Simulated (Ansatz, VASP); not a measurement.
## GaN in VASP and in Ansatz

File POSCAR:

```
GaN
1.0
    3.2785913828      0.0000000000      0.0000000000
   -1.6392956914      2.8393434261      0.0000000000
    0.0000000000      0.0000000000      5.0280883552
Ga N
2 2
Direct
    0.3333333333      0.6666666667      0.9991101046
    0.6666666667      0.3333333333      0.4991101046
    0.3333333333      0.6666666667      0.3758898954
    0.6666666667      0.3333333333      0.8758898954
```

Contents of INCAR.step1:

```
SYSTEM = GaN
  ALGO = Normal
  EDIFF = 1E-4
  ENCUT = 520
  GGA = PE
  ISMEAR = 0
  LASPH = .TRUE.
  LCHARG = .FALSE.
  LREAL = .FALSE.
  LWAVE = .TRUE.
  NBANDS = 26
  NELM = 80
  PREC = Accurate
  SIGMA = 0.05
```

Contents of INCAR.step2:

```
SYSTEM = GaN
  ALGO = Normal
  EDIFF = 1E-6
  ENCUT = 520
  ISIF = 2
  ISMEAR = 0
  ISTART = 1
  LASPH = .TRUE.
  LCHARG = .FALSE.
  LMIXTAU = .TRUE.
  LREAL = .FALSE.
  LWAVE = .FALSE.
  METAGGA = R2SCAN
  NBANDS = 26
  NELM = 80
  PREC = Accurate
  SIGMA = 0.05
```

Contents of KPOINTS:

```
k-points
0
G
  12 12 6
  0 0 0
```

Input for Ansatz:

```yaml
crystal:
  lattice:
    - [3.2785913828, 0.0, 0.0]
    - [-1.6392956914, 2.8393434261, 0.0]
    - [0.0, 0.0, 5.0280883552]
  atoms:
    - { symbol: Ga, position: [0.3333333333, 0.6666666667, 0.9991101046] }
    - { symbol: Ga, position: [0.6666666667, 0.3333333333, 0.4991101046] }
    - { symbol: "N", position: [0.3333333333, 0.6666666667, 0.3758898954] }
    - { symbol: "N", position: [0.6666666667, 0.3333333333, 0.8758898954] }
basis:
  ecutwfc: 500
kpoints:
  mp_grid: { grid: [12, 12, 6] }
hamiltonian:
  xc: r2scan
scf:
  occupations: { method: gaussian, width: 0.05 }
output:
  forces: true
  stress: true
  eigenvalues: true
  write_density: true
  write_potential: true
  elf: true
  volumetric_format: npy
```

Change from the starting cell: strain +0.030 along x and y, -0.030 along z, atoms carried along.

Alike in both runs: task single point; functional r2SCAN; k mesh 12 × 12 × 6; occupations gaussian, width 0.05 eV; no spin polarisation.

|  | VASP | Ansatz |
| --- | --- | --- |
| version | VASP 6.6.1 | Ansatz 0.2.0 |
| potentials or method | VASP PAW PBE potentials, release 64 (Ga_d, N), cutoff 520 eV | scalar-relativistic, plane waves, PAW |
| valence electrons in the cell | 36 | 36 |

Ansatz gave:

| Quantity | Value |
| --- | --- |
| gap on the k mesh at the Fermi level (eV) | 2.12 |
| least direct gap on the mesh (eV) | 2.12 |
| pressure (GPa) | -4.3 |
| traceless stress, the component that is largest in VASP (GPa) | 15.24 |
| rms of the force components (eV/Å) | 0.394 |

Task: What did VASP give for the same quantities?

Result: gap on the k mesh at the Fermi level (eV): 2.11; least direct gap on the mesh (eV): 2.11; pressure (GPa): -3.5; traceless stress, the component that is largest in VASP (GPa): 15.48; rms of the force components (eV/Å): 0.411.

VASP's potentials were made for PBE, not for r2SCAN. Atom by atom the forces differ by 0.017 eV/Å (rms over components).
